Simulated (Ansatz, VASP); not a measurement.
**Zr2S3: VASP beside Ansatz**

```xyz
5
Lattice="4.1320 0.0000 0.0000 0.0000 4.1320 0.0000 0.0000 0.0000 6.1094" Properties=species:S:1:pos:R:3 pbc="T T T"
Zr    2.0660    2.0660    4.5285
Zr    2.0660    2.0660    1.5809
S     0.0000    2.0660    3.0547
S     2.0660    0.0000    3.0547
S     0.0000    0.0000    0.0000
```

Alike in both runs: task relaxation of cell and atoms; functional PBE; k mesh 10 × 10 × 6; occupations gaussian, width 0.1 eV; no spin polarisation.

```csv
,VASP,Ansatz
version,VASP 6.6.1,Ansatz 0.2.0
potentials or method,"VASP PAW PBE potentials, release 64 (Zr_sv, S), cutoff 600 eV","scalar-relativistic, plane waves, PAW"
valence electrons in the cell,42,42
```

|  | VASP | Ansatz | Ansatz less VASP |
| --- | --- | --- | --- |
| gap on the k mesh at the Fermi level, each at its own relaxed structure (eV) | none | none | - |
| relaxed volume (Å³/atom) | 20.85 | 20.85 | +0.002 |
| relaxed cell length with the largest relative difference (Å) | 4.114 | 4.115 | +0.0002 |

A gap of «none» marks a metal or a gap that the smearing closes.
